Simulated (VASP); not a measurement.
# BeS (F-43m) in VASP: further runs, part 2 of 2

VASP 6.6.1.

## Step 4: Single point, r2SCAN+D3(BJ)

Input file POSCAR:

```
BeS
1.0
    0.0000000000      2.4250000000      2.4250000000
    2.4250000000      0.0000000000      2.4250000000
    2.4250000000      2.4250000000      0.0000000000
S Be
1 1
Direct
    0.2500000000      0.2500000000      0.2500000000
    0.0000000000      0.0000000000      0.0000000000
```

Input file INCAR.step1:

```
SYSTEM = BeS
PREC = Accurate
ENCUT = 660
ISMEAR = -1
SIGMA = 0.01
LREAL = .False.
LASPH = .True.
NELM = 120
NBANDS = 11
GGA = PE
ALGO = Normal
EDIFF = 1E-5
LWAVE = .True.
LCHARG = .False.
GGA_COMPAT = .False.
```

Input file INCAR.step2:

```
SYSTEM = BeS
PREC = Accurate
ENCUT = 660
EDIFF = 1E-6
ISMEAR = -1
SIGMA = 0.01
LREAL = .False.
LASPH = .True.
NELM = 120
ALGO = Normal
ISIF = 2
LWAVE = .False.
LCHARG = .False.
METAGGA = R2SCAN
LMIXTAU = .True.
IVDW = 12
VDW_S6 = 1.0
VDW_S8 = 0.78981345
VDW_A1 = 0.49484001
VDW_A2 = 5.73083694
NBANDS = 11
ISTART = 1
GGA_COMPAT = .False.
```

Input file KPOINTS:

```
Automatic mesh
0
Gamma
  9 9 9
  0 0 0
```

Potentials or basis: VASP PAW PBE potentials, release 64 (S, Be).

On the command line:

```bash
$ cat potpaw_PBE.64/S/POTCAR potpaw_PBE.64/Be/POTCAR > POTCAR
$ cp INCAR.step1 INCAR
$ mpirun -np 1 vasp_std > vasp.out
$ cp INCAR.step2 INCAR
$ mpirun -np 1 vasp_std > vasp.out
```

OUTCAR:

```text
SYSTEM = BeS
   PREC = Accurate
   ENCUT = 660
   EDIFF = 1E-6
   ISMEAR = -1
   LREAL = .False.
   LASPH = .True.
   NELM = 120
   ISIF = 2
   METAGGA = R2SCAN
   IVDW = 12
   ISTART = 1
 IVDW          = 12

 ion  position               nearest neighbor table
   1  0.250  0.250  0.250-   2 2.10   2 2.10   2 2.10   2 2.10
   2  0.000  0.000  0.000-   1 2.10   1 2.10   1 2.10   1 2.10

  LATTYP: Found a face centered cubic cell.
 ALAT       =     4.8500000000

  Lattice vectors:

 A1 = (   0.0000000000,   2.4250000000,   2.4250000000)
 A2 = (   2.4250000000,   0.0000000000,   2.4250000000)
 A3 = (   2.4250000000,   2.4250000000,   0.0000000000)

Analysis of symmetry for initial positions (statically):
=====================================================================
 Subroutine PRICEL returns:
 Original cell was already a primitive cell.

 Routine SETGRP: Setting up the symmetry group for a
 face centered cubic supercell.

 Subroutine GETGRP returns: Found 24 space group operations
 (whereof 24 operations were pure point group operations)
 out of a pool of 48 trial point group operations.

The static configuration has the point symmetry T_d .

Analysis of symmetry for dynamics (positions and initial velocities):
=====================================================================
 Subroutine PRICEL returns:
 Original cell was already a primitive cell.

 Routine SETGRP: Setting up the symmetry group for a
 face centered cubic supercell.

 Subroutine GETGRP returns: Found 24 space group operations
 (whereof 24 operations were pure point group operations)
 out of a pool of 48 trial point group operations.

The dynamic configuration has the point symmetry T_d .

 Subroutine INISYM returns: Found 24 space group operations
 (whereof 24 operations are pure point group operations),
 and found     1 'primitive' translations

----------------------------------------------------------------------------------------

[... 118 lines left out ...]
   LHFCALC =     F    Hartree Fock is set to
   AEXX    =    0.0000 exact exchange contribution
   IVDW    =    12    specifies the selected vdW correction
   LEPSILON=     F    determine dielectric tensor
   LRPA    =     F    only Hartree local field effects (RPA)
 non-spin polarized calculation
  energy-cutoff  :      660.00
  volume of cell :       28.52
 maximum number of plane-waves:      1113
 NGX is ok and might be reduce to    30
   NGX = 15   NGY = 15   NGZ = 15

 number of electron       8.0000001 magnetization

 Free energy of the ion-electron system (eV)
  ---------------------------------------------------
  ext. energy  EPLUGINS =         0.00000000
  ---------------------------------------------------
  free energy    TOTEN  =       -14.78556768 eV

  energy without entropy =      -14.78556768  energy(sigma->0) =      -14.78556768

 E-fermi :   4.2201     XC(G=0): -10.1837

 val. band max:        3.9671887074   @ k =   0.0000   0.0000   0.0000
 cond. band min:       7.6400089621   @ k =   0.4444   0.4444   0.0000
 fundamental gap:      3.6728202546
 Fermi energy:         4.2200867981

 k-point     1 :       0.0000    0.0000    0.0000
  band No.  band energies     occupation
      1     -10.3299      2.00000
      2       3.9672      2.00000
      3       3.9672      2.00000
      4       3.9672      2.00000
      5      10.2251      0.00000
      6      10.2251      0.00000
      7      10.2251      0.00000
      8      10.6561      0.00000
      9      17.3908      0.00000
     10      17.3908      0.00000
     11      19.8770      0.00000
[... 309 lines left out ...]
 k-point    24 :       0.4444    0.4444    0.0000
  band No.  band energies     occupation
      1      -8.1811      2.00000
      2      -1.0666      2.00000
      3       1.3090      2.00000
      4       1.3090      2.00000
      5       7.6400      0.00000
      6       9.4252      0.00000
      7      17.3492      0.00000
      8      17.3492      0.00000
      9      20.2803      0.00000
     10      20.8956      0.00000
     11      22.3783      0.00000

 [... further k-points ...]

------------------------ aborting loop because EDIFF is reached ----------------------------------------

 Edisp (eV)   -0.28198

 E8    (eV) :    -0.0748

  FORCE on cell =-STRESS in cart. coord.  units (eV):
  Direction    XX          YY          ZZ          XY          YZ          ZX
  --------------------------------------------------------------------------------------
  -------------------------------------------------------------------------------------
  Total      -0.02000    -0.02000    -0.02000    -0.00000     0.00000     0.00000
  in kB      -1.12364    -1.12364    -1.12364    -0.00000     0.00000     0.00000
  external pressure =       -1.12 kB  Pullay stress =        0.00 kB

 VOLUME and BASIS-vectors are now :
 -----------------------------------------------------------------------------
  energy-cutoff  :      660.00
  volume of cell :       28.52
      direct lattice vectors                 reciprocal lattice vectors
     0.000000000  2.425000000  2.425000000    -0.206185567  0.206185567  0.206185567
     2.425000000  0.000000000  2.425000000     0.206185567 -0.206185567  0.206185567
     2.425000000  2.425000000  0.000000000     0.206185567  0.206185567 -0.206185567

 POSITION                                       TOTAL-FORCE (eV/Angst)
 -----------------------------------------------------------------------------------
      1.21250      1.21250      1.21250         0.000000     -0.000000      0.000000
      0.00000      0.00000      0.00000        -0.000000      0.000000     -0.000000
 -----------------------------------------------------------------------------------
    total drift:                                0.000000      0.000000      0.000000

  FREE ENERGIE OF THE ION-ELECTRON SYSTEM (eV)
  ---------------------------------------------------
  free  energy   TOTEN  =       -15.0675499905 eV

  energy  without entropy=      -15.0675499905  energy(sigma->0) =      -15.06754999
```

OUTCAR.step1:

```text
SYSTEM = BeS
   PREC = Accurate
   ENCUT = 660
   ISMEAR = -1
   LREAL = .False.
   LASPH = .True.
[... 557 lines left out ...]
      1.21250      1.21250      1.21250        -0.000000     -0.000000      0.000000
      0.00000      0.00000      0.00000         0.000000      0.000000     -0.000000
 -----------------------------------------------------------------------------------
    total drift:                                0.000000      0.000000      0.000000

  FREE ENERGIE OF THE ION-ELECTRON SYSTEM (eV)
  ---------------------------------------------------
  free  energy   TOTEN  =       -10.0114902488 eV

  energy  without entropy=      -10.0114902488  energy(sigma->0) =      -10.01149025
```

OSZICAR.step1:

```text
N       E                     dE             d eps       ncg     rms          rms(c)
DAV:   1     0.242104360217E+02    0.24210E+02   -0.44293E+03   770   0.761E+02
DAV:   2    -0.866031259067E+01   -0.32871E+02   -0.31272E+02  1006   0.128E+02
DAV:   3    -0.101755005553E+02   -0.15152E+01   -0.15099E+01   993   0.272E+01
DAV:   4    -0.101863820368E+02   -0.10881E-01   -0.10878E-01   953   0.258E+00
DAV:   5    -0.101864786014E+02   -0.96565E-04   -0.96563E-04   973   0.243E-01    0.566E+00
DAV:   6    -0.100510691949E+02    0.13541E+00   -0.11651E-01   901   0.165E+00    0.385E+00
DAV:   7    -0.100101474508E+02    0.40922E-01   -0.11878E-01   930   0.183E+00    0.992E-01
DAV:   8    -0.100113520160E+02   -0.12046E-02   -0.66119E-03  1026   0.426E-01    0.146E-01
DAV:   9    -0.100114455480E+02   -0.93532E-04   -0.50000E-04   936   0.145E-01    0.289E-02
DAV:  10    -0.100114849786E+02   -0.39431E-04   -0.71582E-05   917   0.476E-02    0.988E-03
DAV:  11    -0.100114902488E+02   -0.52701E-05   -0.16375E-05   938   0.214E-02
   1 F= -.10011490E+02 E0= -.10011490E+02  d E =-.831504E-14
```

Run time: 75 s. Hardware: 1 thread of Intel Xeon Platinum 8375C at 2.90GHz (Ice Lake), shared host; peak memory 0.17 GiB.

What came out:

- Free energy: -15.0675 eV
- Pressure: -0.1 GPa
- Band gap on the k mesh: 3.67 eV (least direct gap 6.26 eV)
- Dispersion energy per atom: -0.141 eV

Caveat: the PAW data sets were made with another functional, which shifts forces and pressure a little; an odd mesh through Γ misses points on the zone boundary, where band edges can lie.

## Step 5: Single point, HSE06

POSCAR, as its differences from that of step 4:

```diff
@@ -8,3 +8,3 @@
 Direct
-    0.2500000000      0.2500000000      0.2500000000
+    0.7500000000      0.7500000000      0.7500000000
     0.0000000000      0.0000000000      0.0000000000
```

Input file INCAR.step1:

```
ALGO = Normal
EDIFF = 1E-5
ENCUT = 450
GGA = PE
ISIF = 2
ISMEAR = 0
LASPH = T
LCHARG = F
LREAL = F
LWAVE = T
NELM = 100
PREC = Accurate
SIGMA = 0.02
```

Input file INCAR.step2:

```
ALGO = Normal
EDIFF = 1E-7
ENCUT = 450
GGA = PE
HFSCREEN = 0.2
ISIF = 2
ISMEAR = 0
ISTART = 1
LASPH = T
LCHARG = F
LHFCALC = T
LREAL = F
LWAVE = F
NELM = 100
PREC = Accurate
PRECFOCK = Fast
SIGMA = 0.02
```

Input file KPOINTS:

```
k-points
0
Gamma
  4 4 4
```

On the command line:

```bash
$ cat potpaw_PBE.64/S/POTCAR potpaw_PBE.64/Be/POTCAR > POTCAR
$ cp INCAR.step1 INCAR
$ mpirun -np 1 vasp_std > vasp.out
$ cp INCAR.step2 INCAR
$ mpirun -np 1 vasp_std > vasp.out
```

Run time: 19 s. Hardware: 1 thread of Intel Xeon Platinum 8375C at 2.90GHz (Ice Lake), shared host; peak memory 0.23 GiB.

Results (log left out):

| Item | Value |
| --- | --- |
| Free energy | -11.3657 eV |
| Pressure | 0.5 GPa |
| Band gap on the k mesh | 4.08 eV (least direct gap 6.89 eV) |

Levels at points of the mesh, in eV from the valence-band top:
| k point | band 1 | band 2 | band 3 | band 4 | band 5 | band 6 | band 7 | band 8 |
| --- | --- | --- | --- | --- | --- | --- | --- | --- |
| (0.00, 0.00, 0.00) | -15.08 | 0.00 | 0.00 | 0.00 | 6.89 | 6.89 | 6.89 | 7.11 |
| (0.50, 0.00, 0.00) | -13.30 | -6.36 | -1.12 | -1.12 | 6.64 | 7.80 | 7.80 | 12.58 |
| (0.50, 0.50, 0.00) | -12.69 | -5.54 | -2.88 | -2.88 | 4.08 | 5.99 | 14.55 | 14.55 |

Caveat: the k points lie up to 0.56 Å⁻¹ apart; the PAW data sets were made with another functional, which shifts forces and pressure a little.

## Step 6: Single point, LDA

This run uses another cell than the first one, of 17.83 Å³/atom.

Input file INCAR:

```
SYSTEM = BeS
PREC = Accurate
ENCUT = 600
EDIFF = 1E-6
ISMEAR = 1
SIGMA = 0.005
LREAL = .FALSE.
LASPH = .TRUE.
NELM = 120
ALGO = Normal
ISIF = 2
LWAVE = .FALSE.
LCHARG = .FALSE.
NBANDS = 11
GGA_COMPAT = .FALSE.
```

Input file KPOINTS:

```
regular mesh
0
G
  9 9 9
  0 0 0
```

Input file POSCAR:

```
BeS
1.0
    0.0000000000      2.6122520600      2.6122520600
    2.6122520600      0.0000000000      2.6122520600
    2.6122520600      2.6122520600      0.0000000000
S Be
1 1
Direct
    0.2500000000      0.2500000000      0.2500000000
    0.0000000000      0.0000000000      0.0000000000
```

Potentials or basis: VASP PAW LDA potentials, release 64 (S, Be).

On the command line:

```bash
$ cat potpaw_LDA.64/S/POTCAR potpaw_LDA.64/Be/POTCAR > POTCAR
$ mpirun -np 1 vasp_std > vasp.out
```

It took 18 s on 1 thread of AMD EPYC 7R43 (Zen 3), shared host; peak memory 0.11 GiB.

It converged, with:

```
Free energy            : -10.6491 eV
Pressure               : -16.0 GPa
Band gap on the k mesh : 3.34 eV (least direct gap 3.97 eV)
```

Levels at points of the mesh, in eV from the valence-band top:
```tsv
k point	band 1	band 2	band 3	band 4	band 5	band 6	band 7	band 8	band 9
(0.00, 0.00, 0.00)	-12.36	0.00	0.00	0.00	3.97	5.53	5.53	5.53	12.33
```

Caveat: the cell stands under tension; an odd mesh through Γ misses points on the zone boundary, where band edges can lie.

## Step 7: Overview

```tsv
level	potentials or basis	cell	k mesh	cutoff (eV)	smearing	dipole correction	share of exact exchange	grid for exact exchange (PRECFOCK)	screening parameter	gap on the mesh (eV)	pressure (GPa)
r2SCAN	VASP PAW PBE potentials, release 64 (S, Be)	a = 3.429 Å, angles 60.0°, 2 atoms	9 × 9 × 9	660	fermi-dirac 0.1 eV	no	-	-	-	3.67	1.5
PBEsol	VASP PAW PBE potentials, release 64 (S, Be)	a = 3.429 Å, angles 60.0°, 2 atoms	9 × 9 × 9	600	gaussian 0.01 eV	no	-	-	-	3.03	-0.5
r2SCAN+D3(BJ)	VASP PAW PBE potentials, release 64 (S, Be)	a = 3.429 Å, angles 60.0°, 2 atoms	9 × 9 × 9	660	fermi-dirac 0.01 eV	no	-	-	-	3.67	-0.1
HSE06	VASP PAW PBE potentials, release 64 (S, Be)	a = 3.429 Å, angles 60.0°, 2 atoms	4 × 4 × 4	450	gaussian 0.02 eV	-	0.25	Fast	0.2 1/Å	4.08	0.5
LDA	VASP PAW LDA potentials, release 64 (S, Be)	a = 3.694 Å, angles 60.0°, 2 atoms	9 × 9 × 9	600	methfessel-paxton 0.005 eV	no	-	-	-	3.34	-16.0
```

Alike in all rows: task single point; no spin polarisation.

Caveats: some runs use coarse meshes; the PAW data sets were made with another functional, which shifts forces and pressure a little (at least some runs); an odd mesh through Γ misses points on the zone boundary, where band edges can lie (at least some runs); the cell stands under tension (at least some runs).

Absolute energies hang on the potentials; compare differences alone.
